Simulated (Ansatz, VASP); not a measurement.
**One calculation of Zr, two programs**

File INCAR:

```
ALGO = Normal
EDIFF = 1E-8
ENCUT = 520
GGA = PS
ISIF = 2
ISMEAR = -1
LASPH = T
LCHARG = F
LEFG = T
LREAL = F
LWAVE = F
NBANDS = 12
NELM = 100
PREC = Accurate
SIGMA = 0.08
```

The input KPOINTS:

```
k-points
0
Gamma
  14 14 14
```

The input POSCAR:

```
Zr
1.0
   -1.8039464431      1.8039464431      1.8039464431
    1.8039464431     -1.8039464431      1.8039464431
    1.8039464431      1.8039464431     -1.8039464431
Zr
1
Direct
    0.0000000000      0.0000000000      0.0000000000
```

Input for Ansatz:

```yaml
crystal:
  lattice:
    - [-1.8039464431, 1.8039464431, 1.8039464431]
    - [1.8039464431, -1.8039464431, 1.8039464431]
    - [1.8039464431, 1.8039464431, -1.8039464431]
  atoms:
    - { symbol: Zr, position: [0.0, 0.0, 0.0] }
kpoints:
  mp_grid: { grid: [14, 14, 14] }
scf:
  occupations: { method: fermi_dirac, width: 0.08 }
hamiltonian:
  xc: pbesol
  pseudopotentials: { kind: all_electron, datasets: crystal }
output:
  forces: true
  stress: true
  eigenvalues: true
  efg: { contact_densities: true }
```

Change from the starting cell: volume scaled by 0.99, crystal datasets.

Alike in both runs: task electric field gradients; functional PBEsol; k mesh 14 × 14 × 14; occupations fermi-dirac, width 0.08 eV; no spin polarisation.

```csv
,VASP,Ansatz
version,VASP 6.6.1,Ansatz 0.2.0
potentials or method,"VASP PAW PBE potentials, release 64 (Zr_sv), cutoff 520 eV","all-electron PAW with datasets made for the crystal, scalar-relativistic"
```

|  | VASP | Ansatz | Ansatz less VASP |
| --- | --- | --- | --- |
| pressure (GPa) | -5.9 | -5.9 | -0.03 |

VASP's potentials were made for PBE, not for PBEsol. Ansatz ran all-electron here, and VASP with PAW potentials.
